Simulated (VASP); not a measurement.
# As (P2_1/m) in VASP: single point with PBEsol

Aim: the single point of As with PBEsol.

Program: VASP 6.6.1. These are calculated values, not measurements. Logs are shortened: lines on timing, memory, paths and dates and some standing lists are left out, and cuts for length are marked.

## (1) The cell of the first run

Symmetry: P2_1/m, No. 11, monoclinic system. Conventional cell: a = 2.956 Å, b = 4.058 Å, c = 4.262 Å, α = 90.00°, β = 90.74°, γ = 90.00°. As (site symmetry m) has 6 As at 2.62 to 3.33 Å within 3.5 Å.

## (2) Single point, PBEsol (Sb replaced by As, lengths x 0.914, strained)

File INCAR:

```
PREC = Accurate
ENCUT = 520
EDIFF = 1E-6
ISMEAR = 0
SIGMA = 0.1
LREAL = False
LASPH = True
NELM = 100
ALGO = Normal
ISIF = 2
LWAVE = False
LCHARG = True
GGA = PS
LELF = True
LVHAR = True
NBANDS = 12
```

File KPOINTS:

```
regular mesh
0
Gamma
  14 10 10
```

File POSCAR:

```
As
1.0
    2.9553732607      0.0000000000      0.0321515306
    0.0000000000      4.0578331798      0.0000000000
    0.0085339861      0.0000000000      4.2615875438
As
2
Direct
    0.9505697289      0.7500000000      0.8085236050
    0.0494302711      0.2500000000      0.1914763950
```

Potentials or basis: VASP PAW PBE potentials, release 64 (As).

Launch:

```bash
cat potpaw_PBE.64/As/POTCAR > POTCAR
mpirun -np 1 vasp_std > vasp.out
```

OUTCAR:

```text
PREC = Accurate
   ENCUT = 520
   EDIFF = 1E-6
   ISMEAR = 0
   LREAL = False
   LASPH = True
   NELM = 100
   ISIF = 2
   GGA = PS

 ion  position               nearest neighbor table
   1  0.951  0.750  0.809-   2 2.62   2 2.62
   2  0.049  0.250  0.191-   1 2.62   1 2.62

  LATTYP: Found a simple monoclinic cell.
 ALAT       =     2.9555481439
 B/A-ratio  =     1.3729545188
 C/A-ratio  =     1.4418970293
 COS(beta)  =    -0.0128807572

  Lattice vectors:

 A1 = (   2.9553732607,   0.0000000000,   0.0321515306)
 A2 = (   0.0000000000,  -4.0578331798,   0.0000000000)
 A3 = (  -0.0085339861,   0.0000000000,  -4.2615875438)

Analysis of symmetry for initial positions (statically):
=====================================================================
 Subroutine PRICEL returns:
 Original cell was already a primitive cell.

 Routine SETGRP: Setting up the symmetry group for a
 simple monoclinic supercell.

 Subroutine GETGRP returns: Found  4 space group operations
 (whereof  2 operations were pure point group operations)
 out of a pool of  4 trial point group operations.

The static configuration has the point symmetry S_2 .
 The point group associated with its full space group is C_2h.

Analysis of symmetry for dynamics (positions and initial velocities):
=====================================================================
 Subroutine PRICEL returns:
 Original cell was already a primitive cell.

 Routine SETGRP: Setting up the symmetry group for a
 simple monoclinic supercell.

 Subroutine GETGRP returns: Found  4 space group operations
 (whereof  2 operations were pure point group operations)
 out of a pool of  4 trial point group operations.

The dynamic configuration has the point symmetry S_2 .
 The point group associated with its full space group is C_2h.

 Subroutine INISYM returns: Found  4 space group operations
 (whereof  2 operations are pure point group operations),
 and found     1 'primitive' translations

----------------------------------------------------------------------------------------

                                     Primitive cell

  volume of cell :      51.1056

  direct lattice vectors                    reciprocal lattice vectors
     2.955373261  0.000000000  0.032151531     0.338374106  0.000000000 -0.000677607
     0.000000000  4.057833180  0.000000000     0.000000000  0.246436942  0.000000000
     0.008533986  0.000000000  4.261587544    -0.002552862  0.000000000  0.234659449

  length of vectors
     2.955548144  4.057833180  4.261596089     0.338374785  0.246436942  0.234673335

  position of ions in fractional coordinates (direct lattice)
     0.950569729  0.750000000  0.808523605
     0.049430271  0.250000000  0.191476395

  ion indices of the primitive-cell ions
   primitive index   ion index
                 1           1
                 2           2

----------------------------------------------------------------------------------------

 KPOINTS: regular mesh

Automatic generation of k-mesh.
 Grid dimensions read from file:
 generate k-points for:   14   10   10

 Generating k-lattice:

  Cartesian coordinates                     Fractional coordinates (reciprocal lattice)
     0.024169579  0.000000000 -0.000048400     0.071428571  0.000000000  0.000000000
     0.000000000  0.024643694  0.000000000     0.000000000  0.100000000  0.000000000
    -0.000255286  0.000000000  0.023465945    -0.000000000  0.000000000  0.100000000

  Length of vectors
     0.024169627  0.024643694  0.023467334

  Shift w.r.t. Gamma in fractional coordinates (k-lattice)
     0.000000000  0.000000000  0.000000000

 Subroutine IBZKPT returns following result:
 ===========================================

 Found    432 irreducible k-points:

 Following reciprocal coordinates:
            Coordinates               Weight
  0.000000  0.000000  0.000000      1.000000
  0.071429  0.000000 -0.000000      2.000000
  0.142857  0.000000 -0.000000      2.000000
  0.214286  0.000000 -0.000000      2.000000
  0.285714  0.000000 -0.000000      2.000000
  0.357143  0.000000 -0.000000      2.000000
[... 16 lines left out ...]
  0.428571  0.200000 -0.000000      4.000000
  0.500000  0.200000 -0.000000      2.000000
 [... further k-points ...]
   k-points           NKPTS =    432   k-points in BZ     NKDIM =    432   number of bands    NBANDS=     12
   number of dos      NEDOS =    301   number of ions     NIONS =      2
   total plane-waves  NPLWV =  23040
   dimension x,y,z NGX =    24 NGY =   30 NGZ =   32
   dimension x,y,z NGXF=    48 NGYF=   60 NGZF=   64
   ions per type =               2
   NGX,Y,Z   is equivalent  to a cutoff of  13.50, 12.29, 12.48 a.u.
   NGXF,Y,Z  is equivalent  to a cutoff of  27.00, 24.58, 24.97 a.u.
 SYSTEM =  unknown system
   PREC   = accura    normal or accurate (medium, high low for compatibility)
   ISTART =      0    job   : 0-new  1-cont  2-samecut
   ICHARG =      2    charge: 1-file 2-atom 10-const
   ISPIN  =      1    spin polarized calculation?
   LNONCOLLINEAR =      F non collinear calculations
   LSORBIT =      F    spin-orbit coupling
   LASPH  =      T    aspherical Exc in radial PAW
   ENCUT  =  520.0 eV  38.22 Ry    6.18 a.u.   5.50  7.54  7.92*2*pi/ulx,y,z
   NELM   =    100;   NELMIN=  2; NELMDL= -5     # of ELM steps
   EDIFF  = 0.1E-05   stopping-criterion for ELM
   LREAL  =      F    real-space projection
   EDIFFG = 0.1E-04   stopping-criterion for IOM
   NSW    =      0    number of steps for IOM
   IBRION =     -1    ionic relax: 0-MD 1-quasi-New 2-CG
   NFREE  =      0    steps in history (QN), initial steepest desc. (CG)
   ISIF   =      2    stress and relaxation
   ISYM   =      2    0-nonsym 1-usesym 2-fastsym
   POTIM  = 0.5000    time-step for ionic-motion
   TEBEG  =    0.0;   TEEND  =   0.0 temperature during run
   PSTRESS=    0.0 pullay stress
   NELECT =      10.0000    total number of electrons
   NUPDOWN=      -1.0000    fix difference up-down
   EMIN   =  10.00;   EMAX   =-10.00  energy-range for DOS
   EFERMI =   0.00;   METHOD = LEGACY
   ISMEAR =     0;   SIGMA  =   0.10  broadening in eV -4-tet -1-fermi 0-gaus
   EFERMI_NEDOS =   21; number of points for ismear=-14 and -15
   IALGO  =     38    algorithm
   IMIX   =      4    mixing-type and parameters
     AMIX     =   0.40;   BMIX     =  1.00
     AMIX_MAG =   1.60;   BMIX_MAG =  1.00
  volume/ion in A,a.u.               =      25.55       172.44
  Fermi-wavevector in a.u.,A,eV,Ry     =   0.950427  1.796046 12.290293  0.903311
  Thomas-Fermi vector in A             =   2.078802
   LORBIT       =      0    0 simple, 1 ext, 2 COOP (PROOUT), +10 PAW based schemes
   GGA     = PS    functional components
   LHFCALC =     F    Hartree Fock is set to
   AEXX    =    0.0000 exact exchange contribution
   IVDW    =     0    specifies the selected vdW correction
   LEPSILON=     F    determine dielectric tensor
   LRPA    =     F    only Hartree local field effects (RPA)
 non-spin polarized calculation
 Gauss-broadening in eV      SIGMA  =   0.10
  energy-cutoff  :      520.00
  volume of cell :       51.11
 maximum number of plane-waves:      1400
 NGX is ok and might be reduce to    24
   NGX = 11   NGY = 15   NGZ = 15

 number of electron      10.0000002 magnetization

 Free energy of the ion-electron system (eV)
  ---------------------------------------------------
  ext. energy  EPLUGINS =         0.00000000
  ---------------------------------------------------
  free energy    TOTEN  =        -9.68332249 eV

  energy without entropy =       -9.67992848  energy(sigma->0) =       -9.68162548

 E-fermi :   3.2903     XC(G=0):  -9.3938

 val. band max:        3.2813442209   @ k =  -0.2143   0.4000   0.3000
 cond. band min:       3.3104712077   @ k =   0.0714   0.0000   0.4000
 fundamental gap:      0.0291269869
 Fermi energy:         3.2903136340

 k-point     1 :       0.0000    0.0000    0.0000
  band No.  band energies     occupation
      1     -10.1211      2.00000
      2      -5.1612      2.00000
      3      -0.1818      2.00000
      4       0.3211      2.00000
      5       4.4625      0.00000
      6       6.2487      0.00000
      7       6.8020      0.00000
      8       8.7197      0.00000
      9       8.9868      0.00000
     10      11.2784      0.00000
     11      12.0044      0.00000
     12      12.1795      0.00000

 k-point     2 :       0.0714    0.0000   -0.0000
  band No.  band energies     occupation
      1     -10.0506      2.00000
      2      -5.0918      2.00000
      3      -0.1184      2.00000
      4       0.3861      2.00000
      5       4.5170      0.00000
      6       5.3493      0.00000
      7       6.8566      0.00000
      8       8.5475      0.00000
      9       9.0647      0.00000
     10      11.3516      0.00000
     11      12.0728      0.00000
     12      12.7598      0.00000

 k-point     3 :       0.1429    0.0000   -0.0000
  band No.  band energies     occupation
      1      -9.8425      2.00000
      2      -4.8872      2.00000
      3       0.0669      2.00000
      4       0.5745      2.00000
      5       3.6476      0.00000
      6       4.7591      0.00000
      7       7.0131      0.00000
      8       7.5072      0.00000
      9       9.2515      0.00000
     10      11.5581      0.00000
     11      12.2697      0.00000
     12      14.4726      0.00000

 k-point     4 :       0.2143    0.0000   -0.0000
  band No.  band energies     occupation
      1      -9.5086      2.00000
      2      -4.5608      2.00000
      3       0.3579      2.00000
      4       0.8497      2.00000
      5       1.9986      2.00000
      6       5.0551      0.00000
      7       6.0670      0.00000
      8       7.2467      0.00000
      9       9.5448      0.00000
     10      11.8296      0.00000
     11      12.5163      0.00000
     12      13.5412      0.00000

 k-point     5 :       0.2857    0.0000   -0.0000
  band No.  band energies     occupation
      1      -9.0754      2.00000
      2      -4.1448      2.00000
      3       0.3687      2.00000
      4       0.7220      2.00000
      5       1.3459      2.00000
      6       4.5904      0.00000
      7       5.4848      0.00000
      8       7.5064      0.00000
      9       9.8683      0.00000
     10      11.6362      0.00000
     11      11.8652      0.00000
     12      13.0000      0.00000
[... 228 lines left out ...]
      1      -8.7628      2.00000
      2      -4.9153      2.00000
      3       0.4967      2.00000
      4       1.0760      2.00000
      5       1.6103      2.00000
      6       4.0120      0.00000
      7       6.0637      0.00000
      8       6.3568      0.00000
      9       9.1652      0.00000
     10      11.4367      0.00000
     11      12.1599      0.00000
     12      14.1287      0.00000

 k-point    22 :       0.3571    0.2000   -0.0000
  band No.  band energies     occupation
      1      -8.2862      2.00000
      2      -4.4595      2.00000
      3      -0.6297      2.00000
      4       1.3898      2.00000
      5       1.9404      2.00000
      6       2.7992      2.00000
      7       6.4106      0.00000
      8       6.7111      0.00000
      9       9.5364      0.00000
     10      10.4511      0.00000
     11      11.0760      0.00000
     12      13.9010      0.00000

 k-point    23 :       0.4286    0.2000   -0.0000
  band No.  band energies     occupation
      1      -7.8768      2.00000
      2      -4.0937      2.00000
      3      -1.4519      2.00000
      4       1.6342      2.00000
      5       1.8454      2.00000
      6       2.3877      2.00000
      7       6.6708      0.00000
      8       6.9606      0.00000
      9       9.4262      0.00000
     10       9.9523      0.00000
     11      10.7537      0.00000
     12      13.4659      0.00000

 k-point    24 :       0.5000    0.2000   -0.0000
  band No.  band energies     occupation
      1      -7.7060      2.00000
      2      -3.9586      2.00000
      3      -1.7364      2.00000
      4       1.4250      2.00000
      5       1.8734      2.00000
      6       2.4835      2.00000
      7       6.7643      0.00000
      8       7.0367      0.00000
      9       9.2935      0.00000
     10       9.7322      0.00000
     11      10.8607      0.00000
     12      13.2614      0.00000

 [... further k-points ...]
[... 5 lines left out ...]
  --------------------------------------------------------------------------------------
  -------------------------------------------------------------------------------------
  Total       -2.9172526     -3.7804266     -1.9903620      0.0000000      0.0000000     -0.5124147
  in kB      -91.4568297   -118.5176185    -62.3985023      0.0000000      0.0000000    -16.0643697
  external PRESSURE =     -90.7909835 kB  Pullay stress =       0.0000000 kB

 VOLUME and BASIS-vectors are now :
 -----------------------------------------------------------------------------
  energy-cutoff  :      520.00
  volume of cell :       51.11
      direct lattice vectors                 reciprocal lattice vectors
     2.955373261  0.000000000  0.032151531     0.338374106  0.000000000 -0.000677607
     0.000000000  4.057833180  0.000000000     0.000000000  0.246436942  0.000000000
     0.008533986  0.000000000  4.261587544    -0.002552862  0.000000000  0.234659449

 POSITION                                       TOTAL-FORCE (eV/Angst)
 -----------------------------------------------------------------------------------
      2.81619      3.04337      3.47616         0.345378      0.000000      0.421147
      0.14772      1.01446      0.81758        -0.345378     -0.000000     -0.421147
 -----------------------------------------------------------------------------------
    total drift:                                0.000000     -0.000000      0.000000

  FREE ENERGIE OF THE ION-ELECTRON SYSTEM (eV)
  ---------------------------------------------------
  free  energy   TOTEN  =        -9.6833224901 eV

  energy  without entropy=       -9.6799284773  energy(sigma->0) =       -9.68162548
```

It took 63 s on 1 thread of Intel Xeon Platinum 8488C (Sapphire Rapids), shared host; peak memory 0.33 GiB.

Results:

- Free energy: -9.6833 eV
- Pressure: -9.1 GPa
- Largest force: 0.545 eV/Å
- Band gap on the k mesh: zero (band 5 reaches 7.67 eV, above the bottom of band 6 at 0.49 eV)

Forces in eV/Å, atoms in the order of the input:
```
As   0.345  0.000  0.421
As  -0.345  0.000 -0.421
```

Caveat: the cell differs from its parent crystal (Sb replaced by As, lengths x 0.914, strained); the PAW data sets were made with another functional, which shifts forces and pressure a little.
